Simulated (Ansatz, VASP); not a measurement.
Two plane-wave programs on AlSi62

```xyz
63
Lattice="10.8600 0.0000 0.0000 0.0000 10.8600 0.0000 0.0000 0.0000 10.8600" Properties=species:S:1:pos:R:3 pbc="T T T"
Si    5.4145   -0.0025    0.0183
Si    6.9212    1.3460    1.2192
Si    9.5196    3.9414    1.2182
Si    8.1292   -0.0002    2.7353
Si    9.4888    1.3757    4.0838
Si   -0.1351    0.1411    0.0392
Si    1.3428    1.3773    1.3848
Si    2.7100    2.7298    0.0179
Si    4.1051    4.0667    1.3568
Si    5.5019    5.3632   -0.0245
Si    6.7990    6.7597    1.3559
Si    8.1355    8.1558    0.0173
Si    9.4880    9.5223    1.3846
Si    2.6999   -0.0052    2.7468
Si    4.0733    1.3831    4.0615
Si    5.5165    2.6805    2.6398
Si    6.8064    4.0583    4.0464
Si    8.1845    5.3472    2.6385
Si    9.4796    6.7896    4.0614
Si    5.4048    0.0004    5.4373
Si    6.7635    1.3642    6.7995
Si    8.1403    2.7245    5.4526
Si    9.5000    4.1005    6.8009
Si    8.1092    0.1594    8.3185
Si    0.0077    5.4512    0.0194
Si    1.3577    6.8058    1.3933
Si    2.6970    8.1696    0.0240
Si    4.0605    9.5074    1.3941
Si    0.0055    2.7360    2.7367
Si    1.3644    4.0997    4.0988
Si    2.7380    5.4242    2.7197
Si    4.0618    6.8019    4.0828
Si    5.4412    8.1255    2.7199
Si    6.7649    9.4996    4.0980
Si   -0.0374    0.0421    5.4902
Si    1.2525    1.4198    6.8968
Si    2.6957    2.7174    5.4753
Si    4.0691    4.1058    6.7899
Si    5.4413    5.4244    5.4041
Si    6.7599    6.7964    6.7891
Si    8.1494    8.1711    5.4755
Si    9.4446    9.6135    6.8984
Si    2.6642    0.0336    8.1795
Si    4.0592    1.3705    9.5186
Si    5.4263    2.7229    8.1515
Si    6.9042    3.9592    9.4972
Si    8.1412    5.4379    8.1518
Si    9.4935    6.8045    9.5190
Si    0.0093    8.1639    2.7474
Si    1.3278    9.5359    4.1324
Si    0.0043    5.4605    5.4382
Si    1.3279    6.8347    6.8163
Si    2.7073    8.1583    5.4536
Si    4.0312    9.5361    6.8165
Si   -0.1523    2.7544    8.3173
Si    1.3545    4.1028    9.5182
Si    2.7084    5.4531    8.1426
Si    4.0720    6.7910    9.5125
Si    5.4114    8.1545    8.1432
Si    6.7612    9.5090    9.5170
Si   -0.0299    8.2005    8.1804
Si    1.2673    9.5971    9.5607
Al    8.8147    2.0504   -0.6625
```

Alike in both runs: functional PBE; k mesh 1 × 1 × 1; occupations gaussian, width 0.02 eV; collinear spin.

Ansatz relaxed the structure, and its values are those at the end. VASP's run is a single point on that final structure, the one shown.

|  | VASP | Ansatz |
| --- | --- | --- |
| version | VASP 6.6.1 | Ansatz 0.2.0 |
| potentials or method | VASP PAW PBE potentials, release 64 (Si, Al), cutoff 520 eV | scalar-relativistic, plane waves, PAW |
| valence electrons in the cell | 251 | 251 |

```tsv
	VASP	Ansatz	Ansatz less VASP
net moment per atom (μB)	0.02	0.02	0.000
```
